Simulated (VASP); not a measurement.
# MoS (Pm-3m) in VASP: notebook

The runs below take MoS through single point, with PBE+U.

Program: VASP 6.6.1. These are calculated values, not measurements. Logs are shortened: lines on timing, memory, paths and dates and some standing lists are left out, and cuts for length are marked.

## Step 1: The cell of the first run

The structure is cubic, space group Pm-3m (No. 221). The conventional cell has a = 3.114 Å, b = 3.114 Å, c = 3.114 Å, α = 90.00°, β = 90.00°, γ = 90.00°. Mo (site symmetry m-3m) has 8 S at 2.70 Å and 6 Mo at 3.11 Å within 3.6 Å. S (site symmetry m-3m) has 8 Mo at 2.70 Å and 6 S at 3.11 Å within 3.6 Å.

## Step 2: Single point, PBE+U, collinear spin, ferromagnetic start

The input, INCAR:

```
SYSTEM = MoS
ALGO     = Normal         ! electronic algorithm
EDIFF    = 1E-6           ! SCF threshold, eV
ENCUT    = 520            ! plane-wave cutoff, eV
GGA      = PE             ! functional
ISIF     = 2              ! what is computed and relaxed
ISMEAR   = 0              ! smearing method
ISPIN    = 2              ! spin polarisation
LASPH    = .TRUE.         ! aspherical terms in the spheres
LCHARG   = .FALSE.        ! write CHGCAR
LDAU     = .TRUE.         ! DFT+U
LDAUJ    = 0 0          
LDAUL    = 2 -1           ! shell
LDAUPRINT= 1            
LDAUTYPE = 2            
LDAUU    = 4.38 0         ! U, eV
LMAXMIX  = 4              ! l up to which the mixer works
LORBIT   = 11             ! projections on sites
LREAL    = .FALSE.        ! projectors in reciprocal space
LWAVE    = .FALSE.        ! write WAVECAR
MAGMOM   = 2 0            ! initial moments
NBANDS   = 21             ! bands
NELM     = 150            ! most SCF steps
PREC     = Accurate       ! precision mode
SIGMA    = 0.1            ! smearing width, eV
```

The input, KPOINTS:

```
k-points
0
G
  14 14 14
  0 0 0
```

The input, POSCAR:

```
MoS
1.0
    3.1141191221      0.0000000000      0.0000000000
    0.0000000000      3.1141191221      0.0000000000
    0.0000000000      0.0000000000      3.1141191221
Mo S
1 1
Direct
    0.0000000000      0.0000000000      0.0000000000
    0.5000000000      0.5000000000      0.5000000000
```

Potentials or basis: VASP PAW PBE potentials, release 64 (Mo_sv, S).

Run with:

```bash
> cat potpaw_PBE.64/Mo_sv/POTCAR potpaw_PBE.64/S/POTCAR > POTCAR
> mpirun -np 1 vasp_std > vasp.out
```

OUTCAR:

```text
SYSTEM = MoS
   EDIFF = 1E-6
   ENCUT = 520
   GGA = PE
   ISIF = 2
   ISMEAR = 0
   ISPIN = 2
   LASPH = .TRUE.
   LORBIT = 11
   LREAL = .FALSE.
   NELM = 150
   PREC = Accurate

 ion  position               nearest neighbor table
   1  0.000  0.000  0.000-   2 2.70   2 2.70   2 2.70   2 2.70   2 2.70   2 2.70   2 2.70   2 2.70

   2  0.500  0.500  0.500-   1 2.70   1 2.70   1 2.70   1 2.70   1 2.70   1 2.70   1 2.70   1 2.70

  LATTYP: Found a simple cubic cell.
 ALAT       =     3.1141191221

  Lattice vectors:

 A1 = (   3.1141191221,   0.0000000000,   0.0000000000)
 A2 = (   0.0000000000,   3.1141191221,   0.0000000000)
 A3 = (   0.0000000000,   0.0000000000,   3.1141191221)

Analysis of symmetry for initial positions (statically):
=====================================================================
 Subroutine PRICEL returns:
 Original cell was already a primitive cell.

 Routine SETGRP: Setting up the symmetry group for a
 simple cubic supercell.

 Subroutine GETGRP returns: Found 48 space group operations
 (whereof 48 operations were pure point group operations)
 out of a pool of 48 trial point group operations.

The static configuration has the point symmetry O_h .

Analysis of symmetry for dynamics (positions and initial velocities):
=====================================================================
 Subroutine PRICEL returns:
 Original cell was already a primitive cell.

 Routine SETGRP: Setting up the symmetry group for a
 simple cubic supercell.

 Subroutine GETGRP returns: Found 48 space group operations
 (whereof 48 operations were pure point group operations)
 out of a pool of 48 trial point group operations.

The dynamic configuration has the point symmetry O_h .

Analysis of structural, dynamic, and magnetic symmetry:
=====================================================================
 Subroutine PRICEL returns:
 Original cell was already a primitive cell.

 Routine SETGRP: Setting up the symmetry group for a
 simple cubic supercell.

 Subroutine GETGRP returns: Found 48 space group operations
 (whereof 48 operations were pure point group operations)
 out of a pool of 48 trial point group operations.

The overall configuration has the point symmetry O_h .

 Subroutine INISYM returns: Found 48 space group operations
 (whereof 48 operations are pure point group operations),
 and found     1 'primitive' translations

----------------------------------------------------------------------------------------

                                     Primitive cell

  volume of cell :      30.1999

  direct lattice vectors                    reciprocal lattice vectors
     3.114119122  0.000000000  0.000000000     0.321118095  0.000000000  0.000000000
     0.000000000  3.114119122  0.000000000     0.000000000  0.321118095  0.000000000
     0.000000000  0.000000000  3.114119122     0.000000000  0.000000000  0.321118095

  length of vectors
     3.114119122  3.114119122  3.114119122     0.321118095  0.321118095  0.321118095

  position of ions in fractional coordinates (direct lattice)
     0.000000000  0.000000000  0.000000000
     0.500000000  0.500000000  0.500000000

  ion indices of the primitive-cell ions
   primitive index   ion index
                 1           1
                 2           2

----------------------------------------------------------------------------------------

 KPOINTS: k-points

Automatic generation of k-mesh.
 Grid dimensions read from file:
 generate k-points for:   14   14   14

 Generating k-lattice:

  Cartesian coordinates                     Fractional coordinates (reciprocal lattice)
[... 59 lines left out ...]
   NELM   =    150;   NELMIN=  2; NELMDL= -5     # of ELM steps
   EDIFF  = 0.1E-05   stopping-criterion for ELM
   LREAL  =      F    real-space projection
   EDIFFG = 0.1E-04   stopping-criterion for IOM
   NSW    =      0    number of steps for IOM
   IBRION =     -1    ionic relax: 0-MD 1-quasi-New 2-CG
   NFREE  =      0    steps in history (QN), initial steepest desc. (CG)
   ISIF   =      2    stress and relaxation
   ISYM   =      2    0-nonsym 1-usesym 2-fastsym
   POTIM  = 0.5000    time-step for ionic-motion
   TEBEG  =    0.0;   TEEND  =   0.0 temperature during run
   PSTRESS=    0.0 pullay stress
   NELECT =      20.0000    total number of electrons
   NUPDOWN=      -1.0000    fix difference up-down
   EMIN   =  10.00;   EMAX   =-10.00  energy-range for DOS
   EFERMI =   0.00;   METHOD = LEGACY
   ISMEAR =     0;   SIGMA  =   0.10  broadening in eV -4-tet -1-fermi 0-gaus
   EFERMI_NEDOS =   21; number of points for ismear=-14 and -15
   IALGO  =     38    algorithm
   IMIX   =      4    mixing-type and parameters
     AMIX     =   0.40;   BMIX     =  1.00
     AMIX_MAG =   1.60;   BMIX_MAG =  1.00
  volume/ion in A,a.u.               =      15.10       101.90
  Fermi-wavevector in a.u.,A,eV,Ry     =   1.426975  2.696591 27.704956  2.036257
  Thomas-Fermi vector in A             =   2.547194
   LORBIT       =     11    0 simple, 1 ext, 2 COOP (PROOUT), +10 PAW based schemes
 LDA+U is selected, type is set to LDAUTYPE =  2
   angular momentum for each species LDAUL =     2   -1
   U (eV)           for each species LDAUU =   4.4  0.0
   J (eV)           for each species LDAUJ =   0.0  0.0
   GGA     = PE    functional components
   LHFCALC =     F    Hartree Fock is set to
   AEXX    =    0.0000 exact exchange contribution
   IVDW    =     0    specifies the selected vdW correction
   LEPSILON=     F    determine dielectric tensor
   LRPA    =     F    only Hartree local field effects (RPA)
 spin polarized calculation
 Gauss-broadening in eV      SIGMA  =   0.10
  energy-cutoff  :      520.00
  volume of cell :       30.20
 maximum number of plane-waves:       840
 NGX is ok and might be reduce to    24
   NGX = 11   NGY = 11   NGZ = 11

atom =   1  type =  1  l = 2

 onsite density matrix

spin component  1

  0.6434 -0.0000 -0.0000  0.0000  0.0000
 -0.0000  0.6434  0.0000  0.0000 -0.0000
 -0.0000  0.0000  0.4609  0.0000  0.0000
  0.0000  0.0000  0.0000  0.6434  0.0000
  0.0000 -0.0000  0.0000  0.0000  0.4609

spin component  2

  0.1044  0.0000 -0.0000 -0.0000 -0.0000
  0.0000  0.1044 -0.0000 -0.0000 -0.0000
 -0.0000 -0.0000  0.3754 -0.0000  0.0000
 -0.0000 -0.0000 -0.0000  0.1044  0.0000
 -0.0000 -0.0000  0.0000  0.0000  0.3754

 occupancies and eigenvectors

  o =  0.1044  v =  0.0000  0.0000  0.0000  0.0000  0.0000  0.0202 -0.9996  0.0000  0.0197  0.0000      0.0000  0.0000  0.0000  0.0000  0.0000  0.0000  0.0000  0.0000  0.0000  0.0000
  o =  0.1044  v =  0.0000  0.0000  0.0000  0.0000  0.0000  0.0746  0.0212 -0.0000  0.9970 -0.0000      0.0000  0.0000  0.0000  0.0000  0.0000  0.0000  0.0000  0.0000  0.0000  0.0000
  o =  0.1044  v =  0.0000  0.0000  0.0000  0.0000  0.0000  0.9970  0.0187  0.0000 -0.0750  0.0000      0.0000  0.0000  0.0000  0.0000  0.0000  0.0000  0.0000  0.0000  0.0000  0.0000
  o =  0.3754  v =  0.0000  0.0000  0.0000  0.0000  0.0000  0.0000 -0.0000 -0.9908 -0.0000  0.1352      0.0000  0.0000  0.0000  0.0000  0.0000  0.0000  0.0000  0.0000  0.0000  0.0000
  o =  0.3754  v =  0.0000  0.0000  0.0000  0.0000  0.0000 -0.0000  0.0000  0.1352  0.0000  0.9908      0.0000  0.0000  0.0000  0.0000  0.0000  0.0000  0.0000  0.0000  0.0000  0.0000
  o =  0.4609  v =  0.0000  0.0000 -0.0460 -0.0000  0.9989  0.0000  0.0000  0.0000  0.0000  0.0000      0.0000  0.0000  0.0000  0.0000  0.0000  0.0000  0.0000  0.0000  0.0000  0.0000
  o =  0.4609  v =  0.0000 -0.0000 -0.9989 -0.0000 -0.0460  0.0000  0.0000  0.0000  0.0000  0.0000      0.0000  0.0000  0.0000  0.0000  0.0000  0.0000  0.0000  0.0000  0.0000  0.0000
  o =  0.6434  v =  1.0000  0.0000  0.0000  0.0000  0.0000  0.0000  0.0000  0.0000  0.0000  0.0000      0.0000  0.0000  0.0000  0.0000  0.0000  0.0000  0.0000  0.0000  0.0000  0.0000
  o =  0.6434  v =  0.0000  0.8165 -0.0000 -0.5773 -0.0000  0.0000  0.0000  0.0000  0.0000  0.0000      0.0000  0.0000  0.0000  0.0000  0.0000  0.0000  0.0000  0.0000  0.0000  0.0000
  o =  0.6434  v =  0.0000  0.5773 -0.0000  0.8165  0.0000  0.0000  0.0000  0.0000  0.0000  0.0000      0.0000  0.0000  0.0000  0.0000  0.0000  0.0000  0.0000  0.0000  0.0000  0.0000

 number of electron      19.9999995 magnetization       1.8465745

 Free energy of the ion-electron system (eV)
  ---------------------------------------------------
  ext. energy  EPLUGINS =         0.00000000
  ---------------------------------------------------
  free energy    TOTEN  =       -10.38777801 eV

  energy without entropy =      -10.38462583  energy(sigma->0) =      -10.38620192

 E-fermi :  11.6591     XC(G=0): -12.4445

 val. band max:       11.6398354663   @ k =   0.2857   0.2143   0.2143
 cond. band min:      11.6615164037   @ k =   0.4286   0.3571   0.0000
 fundamental gap:      0.0216809375
 Fermi energy:        11.6590608790

 spin component 1

 k-point     1 :       0.0000    0.0000    0.0000
  band No.  band energies     occupation
      1     -50.5275      1.00000
      2     -24.5456      1.00000
      3     -24.5456      1.00000
      4     -24.5456      1.00000
      5      -4.5143      1.00000
      6       7.5471      1.00000
[... 1145 lines left out ...]
     20      26.7454      0.00000
     21      31.1960      0.00000

 [... further k-points ...]
[... 5 lines left out ...]
  --------------------------------------------------------------------------------------
  -------------------------------------------------------------------------------------
  Total        0.0862937      0.0862937      0.0862937     -0.0000000     -0.0000000      0.0000000
  in kB        4.5780889      4.5780889      4.5780889     -0.0000000     -0.0000000      0.0000000
  external PRESSURE =       4.5780889 kB  Pullay stress =       0.0000000 kB

 VOLUME and BASIS-vectors are now :
 -----------------------------------------------------------------------------
  energy-cutoff  :      520.00
  volume of cell :       30.20
      direct lattice vectors                 reciprocal lattice vectors
     3.114119122  0.000000000  0.000000000     0.321118095  0.000000000  0.000000000
     0.000000000  3.114119122  0.000000000     0.000000000  0.321118095  0.000000000
     0.000000000  0.000000000  3.114119122     0.000000000  0.000000000  0.321118095

 POSITION                                       TOTAL-FORCE (eV/Angst)
 -----------------------------------------------------------------------------------
      0.00000      0.00000      0.00000         0.000000      0.000000      0.000000
      1.55706      1.55706      1.55706         0.000000      0.000000      0.000000
 -----------------------------------------------------------------------------------
    total drift:                                0.000000      0.000000      0.000000

  FREE ENERGIE OF THE ION-ELECTRON SYSTEM (eV)
  ---------------------------------------------------
  free  energy   TOTEN  =       -10.3877780109 eV

  energy  without entropy=      -10.3846258303  energy(sigma->0) =      -10.38620192

 total charge

# of ion       s       p       d       tot
------------------------------------------
    1        2.228   6.119   3.872  12.220
    2        1.363   2.293   0.000   3.656
--------------------------------------------------
tot          3.591   8.412   3.872  15.875

 magnetization (x)

# of ion       s       p       d       tot
------------------------------------------
    1        0.028   0.030   1.775   1.833
    2        0.029  -0.207   0.000  -0.179
--------------------------------------------------
tot          0.057  -0.177   1.775   1.655
```

Wall time 89 s (1 thread of Intel Xeon 8259CL, shared host); peak memory 0.23 GiB.

Results:

| Property | Result |
| --- | --- |
| Free energy | -10.3878 eV |
| Pressure | 0.5 GPa |
| Net moment | 1.85 μB per cell |
| Site moments | Mo +1.83; S -0.18 μB |
| Valence electrons inside the program's atomic spheres | Mo 12.22; S 3.66 |

Eigenvalues of the final occupation matrices:
```tsv
site	spin	trace	eigenvalues
site 1 d	1	2.85	0.46 0.46 0.64 0.64 0.64
site 1 d	2	1.06	0.10 0.10 0.10 0.38 0.38
```

The state reached can hang on the start; a lower one may exist.

(Part 1 of 2 ends here.)
